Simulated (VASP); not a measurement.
# Ag (P1) in VASP: a series of runs

The runs below take Ag through single point, with LDA.

Program: VASP 6.6.1. These are calculated values, not measurements. Logs are shortened: lines on timing, memory, paths and dates and some standing lists are left out, and cuts for length are marked.

**1. The cell of the first run**

The typed cell holds 4 atoms: a = 5.860 Å, b = 2.930 Å, c = 4.790 Å, α = 90.00°, β = 90.00°, γ = 120.00°.

**2. Single point, LDA**

INCAR reads:

```
SYSTEM = Ag
  PREC = Accurate
  ENCUT = 520
  EDIFF = 1E-6
  ISMEAR = -1
  SIGMA = 0.08
  LREAL = .False.
  LASPH = .True.
  NELM = 60
  ALGO = Normal
  ISIF = 2
  LWAVE = .False.
  LCHARG = .False.
  GGA = CA
  NBANDS = 30
```

KPOINTS reads:

```
regular mesh
0
Gamma
  4 7 4
  0 0 0
```

POSCAR reads:

```
Ag
1.0
    5.8600000000      0.0000000000      0.0000000000
   -1.4650000000      2.5374544331      0.0000000000
    0.0000000000      0.0000000000      4.7900000000
Ag
4
Direct
    0.1666839291      0.6605084127      0.1980939457
    0.6505168956      0.6162546131      0.2898634656
    0.3314908051      0.3620935959      0.7500609603
    0.8513082848      0.3611430369      0.7619816284
```

Potentials or basis: VASP PAW LDA potentials, release 64 (Ag).

On the command line:

```
> cat potpaw_LDA.64/Ag/POTCAR > POTCAR
> mpirun -np 1 vasp_std > vasp.out
```

OUTCAR:

```text
SYSTEM = Ag
   PREC = Accurate
   ENCUT = 520
   EDIFF = 1E-6
   ISMEAR = -1
   LREAL = .False.
   LASPH = .True.
   NELM = 60
   ISIF = 2
   GGA = CA

 ion  position               nearest neighbor table
   1  0.167  0.661  0.198-   4 2.63   3 2.67   3 2.79   2 2.85   2 2.94   2 2.99   2 3.07   3 3.09
                             4 3.14   3 3.19
   2  0.651  0.616  0.290-   3 2.74   4 2.82   1 2.85   1 2.94   4 2.95   1 2.99   4 3.04   3 3.06
                             1 3.07   4 3.16
   3  0.331  0.362  0.750-   1 2.67   2 2.74   1 2.79   4 2.81   4 2.88   4 2.99   4 3.05   2 3.06
                             1 3.09   1 3.19
   4  0.851  0.361  0.762-   1 2.63   3 2.81   2 2.82   3 2.88   2 2.95   3 2.99   2 3.04   3 3.05
                             1 3.14   2 3.16

  Warning from LATTYP: Monoclinic adjustment (A1->A3, A2->A1, A3->A2)!
  LATTYP: Found a simple orthorhombic cell.
 ALAT       =     2.9300000000
 B/A-ratio  =     1.6348122867
 C/A-ratio  =     1.7320508076

  Lattice vectors:

 A1 = (  -1.4650000000,   2.5374544331,   0.0000000000)
 A2 = (   0.0000000000,   0.0000000000,   4.7900000000)
 A3 = (   4.3950000000,   2.5374544331,   0.0000000000)

Analysis of symmetry for initial positions (statically):
=====================================================================
 Subroutine PRICEL returns:
 Original cell was already a primitive cell.

 Routine SETGRP: Setting up the symmetry group for a
 simple orthorhombic supercell.

 Subroutine GETGRP returns: Found  1 space group operations
 (whereof  1 operations were pure point group operations)
 out of a pool of  8 trial point group operations.

The static configuration has the point symmetry C_1 .

Analysis of symmetry for dynamics (positions and initial velocities):
=====================================================================
 Subroutine PRICEL returns:
 Original cell was already a primitive cell.

 Routine SETGRP: Setting up the symmetry group for a
 simple orthorhombic supercell.

 Subroutine GETGRP returns: Found  1 space group operations
 (whereof  1 operations were pure point group operations)
 out of a pool of  8 trial point group operations.

The dynamic configuration has the point symmetry C_1 .

 Subroutine INISYM returns: Found  1 space group operations
 (whereof  1 operations are pure point group operations),
 and found     1 'primitive' translations

----------------------------------------------------------------------------------------

                                     Primitive cell

  volume of cell :      71.2248

  direct lattice vectors                    reciprocal lattice vectors
     5.860000000  0.000000000  0.000000000     0.170648464  0.098523937  0.000000000
    -1.465000000  2.537454433  0.000000000     0.000000000  0.394095747  0.000000000
     0.000000000  0.000000000  4.790000000     0.000000000  0.000000000  0.208768267

  length of vectors
     5.860000000  2.930000000  4.790000000     0.197047873  0.394095747  0.208768267

  position of ions in fractional coordinates (direct lattice)
     0.166683929  0.660508413  0.198093946
     0.650516896  0.616254613  0.289863466
     0.331490805  0.362093596  0.750060960
     0.851308285  0.361143037  0.761981628

  ion indices of the primitive-cell ions
   primitive index   ion index
                 1           1
                 2           2
                 3           3
                 4           4

----------------------------------------------------------------------------------------

 KPOINTS: regular mesh

Automatic generation of k-mesh.
 Grid dimensions read from file:
 generate k-points for:    4    7    4

 Generating k-lattice:

  Cartesian coordinates                     Fractional coordinates (reciprocal lattice)
     0.042662116  0.024630984  0.000000000     0.250000000  0.000000000  0.000000000
     0.000000000  0.056299392  0.000000000     0.000000000  0.142857143  0.000000000
     0.000000000  0.000000000  0.052192067     0.000000000  0.000000000  0.250000000

  Length of vectors
     0.049261968  0.056299392  0.052192067

  Shift w.r.t. Gamma in fractional coordinates (k-lattice)
     0.000000000  0.000000000  0.000000000

 -----------------------------------------------------------------------------
|                                                                             |
|           W    W    AA    RRRRR   N    N  II  N    N   GGGG   !!!           |
|           W    W   A  A   R    R  NN   N  II  NN   N  G    G  !!!           |
|           W    W  A    A  R    R  N N  N  II  N N  N  G       !!!           |
|           W WW W  AAAAAA  RRRRR   N  N N  II  N  N N  G  GGG   !            |
|           WW  WW  A    A  R   R   N   NN  II  N   NN  G    G                |
|           W    W  A    A  R    R  N    N  II  N    N   GGGG   !!!           |
|                                                                             |
|     Your reciprocal lattice and k-lattice belong to different lattice       |
|     classes:                                                                |
|                                                                             |
|        The reciprocal lattice is simple orthorhombic,                       |
|        whereas your k-lattice is simple monoclinic.                         |
|                                                                             |
|     Results are often still useful ...                                      |
|                                                                             |
 -----------------------------------------------------------------------------

 WARNING: IBZKPT: internal override: KBLOWUP is changed to .FALSE.
      ... skipping the blow-up phase ...

 Subroutine IBZKPT returns following result:
 ===========================================

 Found     58 irreducible k-points:

 Following reciprocal coordinates:
            Coordinates               Weight
  0.000000  0.000000  0.000000      1.000000
  0.250000  0.000000  0.000000      2.000000
  0.500000  0.000000  0.000000      1.000000
  0.000000  0.142857  0.000000      2.000000
  0.250000  0.142857  0.000000      2.000000
  0.500000  0.142857  0.000000      2.000000
[... 16 lines left out ...]
 -0.250000  0.142857  0.250000      2.000000
  0.000000  0.285714  0.250000      2.000000
 [... further k-points ...]
   k-points           NKPTS =     58   k-points in BZ     NKDIM =     58   number of bands    NBANDS=     30
   number of dos      NEDOS =    301   number of ions     NIONS =      4
   total plane-waves  NPLWV =  41472
   dimension x,y,z NGX =    48 NGY =   24 NGZ =   36
   dimension x,y,z NGXF=    96 NGYF=   48 NGZF=   72
   ions per type =               4
   NGX,Y,Z   is equivalent  to a cutoff of  13.62, 13.62, 12.49 a.u.
   NGXF,Y,Z  is equivalent  to a cutoff of  27.23, 27.23, 24.99 a.u.
 SYSTEM =  Ag
   PREC   = accura    normal or accurate (medium, high low for compatibility)
   ISTART =      0    job   : 0-new  1-cont  2-samecut
   ICHARG =      2    charge: 1-file 2-atom 10-const
   ISPIN  =      1    spin polarized calculation?
   LNONCOLLINEAR =      F non collinear calculations
   LSORBIT =      F    spin-orbit coupling
   LASPH  =      T    aspherical Exc in radial PAW
   ENCUT  =  520.0 eV  38.22 Ry    6.18 a.u.  10.90  5.45  8.91*2*pi/ulx,y,z
   NELM   =     60;   NELMIN=  2; NELMDL= -5     # of ELM steps
   EDIFF  = 0.1E-05   stopping-criterion for ELM
   LREAL  =      F    real-space projection
   EDIFFG = 0.1E-04   stopping-criterion for IOM
   NSW    =      0    number of steps for IOM
   IBRION =     -1    ionic relax: 0-MD 1-quasi-New 2-CG
   NFREE  =      0    steps in history (QN), initial steepest desc. (CG)
   ISIF   =      2    stress and relaxation
   ISYM   =      2    0-nonsym 1-usesym 2-fastsym
   POTIM  = 0.5000    time-step for ionic-motion
   TEBEG  =    0.0;   TEEND  =   0.0 temperature during run
   PSTRESS=    0.0 pullay stress
   NELECT =      44.0000    total number of electrons
   NUPDOWN=      -1.0000    fix difference up-down
   EMIN   =  10.00;   EMAX   =-10.00  energy-range for DOS
   EFERMI =   0.00;   METHOD = LEGACY
   ISMEAR =    -1;   SIGMA  =   0.08  broadening in eV -4-tet -1-fermi 0-gaus
   EFERMI_NEDOS =   21; number of points for ismear=-14 and -15
   IALGO  =     38    algorithm
   IMIX   =      4    mixing-type and parameters
     AMIX     =   0.40;   BMIX     =  1.00
     AMIX_MAG =   1.60;   BMIX_MAG =  1.00
  volume/ion in A,a.u.               =      17.81       120.16
  Fermi-wavevector in a.u.,A,eV,Ry     =   1.394275  2.634799 26.449782  1.944004
  Thomas-Fermi vector in A             =   2.517840
   LORBIT       =      0    0 simple, 1 ext, 2 COOP (PROOUT), +10 PAW based schemes
   GGA     = CA    functional components
   LHFCALC =     F    Hartree Fock is set to
   AEXX    =    0.0000 exact exchange contribution
   IVDW    =     0    specifies the selected vdW correction
   LEPSILON=     F    determine dielectric tensor
   LRPA    =     F    only Hartree local field effects (RPA)
 non-spin polarized calculation
  energy-cutoff  :      520.00
  volume of cell :       71.22
 maximum number of plane-waves:      1962
 NGX is ok and might be reduce to    48
   NGX = 21   NGY = 11   NGZ = 17

 number of electron      43.9999993 magnetization

 Free energy of the ion-electron system (eV)
  ---------------------------------------------------
  ext. energy  EPLUGINS =         0.00000000
  ---------------------------------------------------
  free energy    TOTEN  =       -14.61505095 eV

  energy without entropy =      -14.58685517  energy(sigma->0) =      -14.60095306

 E-fermi :   7.5275     XC(G=0): -12.3088

 val. band max:        7.5131872419   @ k =   0.0000   0.4286   0.2500
 cond. band min:       7.5331775774   @ k =   0.2500  -0.2857   0.2500
 fundamental gap:      0.0199903355
 Fermi energy:         7.5274565412

 k-point     1 :       0.0000    0.0000    0.0000
  band No.  band energies     occupation
      1       0.0136      2.00000
      2       1.3395      2.00000
      3       1.4980      2.00000
      4       1.8176      2.00000
      5       1.8446      2.00000
      6       2.7086      2.00000
[... 22 lines left out ...]
     29      17.4081      0.00000
     30      18.0058      0.00000

 k-point     2 :       0.2500    0.0000    0.0000
  band No.  band energies     occupation
      1       0.4171      2.00000
      2       1.4862      2.00000
      3       1.6550      2.00000
      4       1.8285      2.00000
      5       2.0172      2.00000
      6       2.6750      2.00000
[... 22 lines left out ...]
     29      19.0300      0.00000
     30      19.4180      0.00000

 k-point     3 :       0.5000    0.0000    0.0000
  band No.  band energies     occupation
      1       1.2445      2.00000
      2       1.4893      2.00000
      3       1.7095      2.00000
      4       1.9551      2.00000
      5       2.2751      2.00000
      6       2.4137      2.00000
[... 22 lines left out ...]
     29      20.4136      0.00000
     30      20.6871      0.00000

 k-point     4 :       0.0000    0.1429    0.0000
  band No.  band energies     occupation
      1       0.5241      2.00000
      2       1.5842      2.00000
      3       1.7695      2.00000
      4       1.9221      2.00000
      5       2.0424      2.00000
      6       2.6266      2.00000
[... 22 lines left out ...]
     29      17.8555      0.00000
     30      18.5314      0.00000

 k-point     5 :       0.2500    0.1429    0.0000
  band No.  band energies     occupation
      1       1.2279      2.00000
      2       1.8085      2.00000
      3       1.9550      2.00000
      4       2.0357      2.00000
      5       2.2477      2.00000
      6       2.4256      2.00000
[... 22 lines left out ...]
     29      18.3411      0.00000
     30      18.7271      0.00000
[... 526 lines left out ...]
     29      18.6513      0.00000
     30      18.9268      0.00000

 k-point    22 :       0.5000    0.1429    0.2500
  band No.  band energies     occupation
      1       1.3831      2.00000
      2       1.7497      2.00000
      3       1.9648      2.00000
      4       2.1086      2.00000
      5       2.1977      2.00000
      6       2.4614      2.00000
[... 22 lines left out ...]
     29      18.4335      0.00000
     30      19.0702      0.00000

 k-point    23 :      -0.2500    0.1429    0.2500
  band No.  band energies     occupation
      1       0.8849      2.00000
      2       1.5762      2.00000
      3       1.7551      2.00000
      4       1.8703      2.00000
      5       2.2642      2.00000
      6       2.4852      2.00000
[... 22 lines left out ...]
     29      18.4329      0.00000
     30      19.9724      0.00000

 k-point    24 :       0.0000    0.2857    0.2500
  band No.  band energies     occupation
      1       1.4980      2.00000
      2       1.7381      2.00000
      3       1.9253      2.00000
      4       2.0705      2.00000
      5       2.2430      2.00000
      6       2.5203      2.00000
[... 22 lines left out ...]
     29      16.5075      0.00000
     30      17.6535      0.00000

 [... further k-points ...]
[... 5 lines left out ...]
  --------------------------------------------------------------------------------------
  -------------------------------------------------------------------------------------
  Total       -2.9862645     -4.9073579     -2.2082194     -0.1369976      0.2956413      0.0181755
  in kB      -67.1749687   -110.3892893    -49.6731178     -3.0817136      6.6503463      0.4088513
  external PRESSURE =     -75.7457919 kB  Pullay stress =       0.0000000 kB

 VOLUME and BASIS-vectors are now :
 -----------------------------------------------------------------------------
  energy-cutoff  :      520.00
  volume of cell :       71.22
      direct lattice vectors                 reciprocal lattice vectors
     5.860000000  0.000000000  0.000000000     0.170648464  0.098523937  0.000000000
    -1.465000000  2.537454433  0.000000000     0.000000000  0.394095747  0.000000000
     0.000000000  0.000000000  4.790000000     0.000000000  0.000000000  0.208768267

 POSITION                                       TOTAL-FORCE (eV/Angst)
 -----------------------------------------------------------------------------------
      0.00912      1.67601      0.94887        -0.027340      0.065112      1.316477
      2.90922      1.56372      1.38845         0.211700      0.243019     -0.444046
      1.41207      0.91880      3.59279         0.378459      0.020527     -0.487180
      4.45959      0.91638      3.64989        -0.562820     -0.328658     -0.385250
 -----------------------------------------------------------------------------------
    total drift:                                0.000092      0.000066     -0.000106

  FREE ENERGIE OF THE ION-ELECTRON SYSTEM (eV)
  ---------------------------------------------------
  free  energy   TOTEN  =       -14.6150509523 eV

  energy  without entropy=      -14.5868551720  energy(sigma->0) =      -14.60095306
```

Wall time 36 s (1 thread of Intel Xeon 6975P-C (Granite Rapids), shared host); peak memory 0.22 GiB.

What came out:

```yaml
Free_energy: -14.6151 eV
Pressure: -7.6 GPa
Largest_force: 1.318 eV/Å
Band_gap_on_the_k_mesh: zero (band 22 reaches 9.48 eV, above the bottom of band 23 at 5.50 eV)
```

Forces in eV/Å, atoms in the order of the input:
```
Ag  -0.027  0.065  1.316
Ag   0.212  0.243 -0.444
Ag   0.378  0.021 -0.487
Ag  -0.563 -0.329 -0.385
```

Levels at points of the mesh, in eV from the Fermi level:
| k point | band 20 | band 21 | band 22 | band 23 | band 24 | band 25 |
| --- | --- | --- | --- | --- | --- | --- |
| (0.00, 0.00, 0.00) | -2.80 | -2.70 | -0.49 | 0.50 | 1.39 | 3.11 |
| (0.50, 0.00, 0.00) | -3.29 | -2.96 | -2.82 | 2.55 | 2.68 | 4.11 |
| (0.00, 0.00, 0.50) | -2.90 | -2.83 | -2.79 | 0.70 | 0.85 | 4.35 |
| (0.50, 0.00, 0.50) | -3.01 | -2.41 | -2.34 | -2.03 | -1.98 | 10.11 |

Caveat: forces of over 1 eV/Å act on the atoms, so gaps and moduli don't describe the material at rest.

**3. Single point, LDA**

INCAR reads:

```
SYSTEM = Ag
PREC = Accurate ; ENCUT = 400
EDIFF = 1E-6 ; ISMEAR = -1
SIGMA = 0.08 ; LREAL = .FALSE.
LASPH = .TRUE. ; NELM = 120
ALGO = Normal ; ISIF = 2
LWAVE = .FALSE. ; LCHARG = .FALSE.
NBANDS = 30 ; GGA_COMPAT = .FALSE.
```

KPOINTS reads:

```
regular mesh
0
G
  4 7 4
  0 0 0
```

POSCAR reads:

```
Ag
1.0
    5.8600000000      0.0000000000      0.0000000000
   -1.4650000000      2.5374544331      0.0000000000
    0.0000000000      0.0000000000      4.7900000000
Ag
4
Direct
    0.1666839220      0.6605056541      0.1980870564
    0.6505152014      0.6162498840      0.2898651357
    0.3314896176      0.3620963545      0.7500645094
    0.8513115413      0.3611485543      0.7619830898
```

Potentials or basis: VASP PAW LDA potentials, release 64 (Ag).

On the command line:

```
> cat potpaw_LDA.64/Ag/POTCAR > POTCAR
> mpirun -np 1 vasp_std > vasp.out
```

It took 87 s on 1 thread of AMD EPYC 7R13, shared host; peak memory 0.15 GiB.

It converged, with:

```
Free energy            : -14.6146 eV
Pressure               : -7.9 GPa
Largest force          : 1.319 eV/Å
Band gap on the k mesh : zero (band 22 reaches 9.48 eV, above the bottom of band 23 at 5.50 eV)
```

Forces in eV/Å, atoms in the order of the input:
```
Ag  -0.028  0.065  1.317
Ag   0.212  0.243 -0.444
Ag   0.379  0.021 -0.487
Ag  -0.563 -0.329 -0.385
```

Stress tensor (GPa, compression positive):
```
 -7.08  -0.31   0.04
 -0.31 -11.40   0.66
  0.04   0.66  -5.33
```

Levels at points of the mesh, in eV from the Fermi level:
```csv
k point,band 20,band 21,band 22,band 23,band 24,band 25
"(0.00, 0.00, 0.00)",-2.80,-2.69,-0.49,0.50,1.39,3.11
"(0.50, 0.00, 0.00)",-3.29,-2.96,-2.82,2.55,2.68,4.11
"(0.00, 0.00, 0.50)",-2.90,-2.83,-2.79,0.70,0.85,4.34
"(0.50, 0.00, 0.50)",-3.01,-2.41,-2.34,-2.03,-1.98,10.11
```

Caveat: forces of over 1 eV/Å act on the atoms, so gaps and moduli don't describe the material at rest.
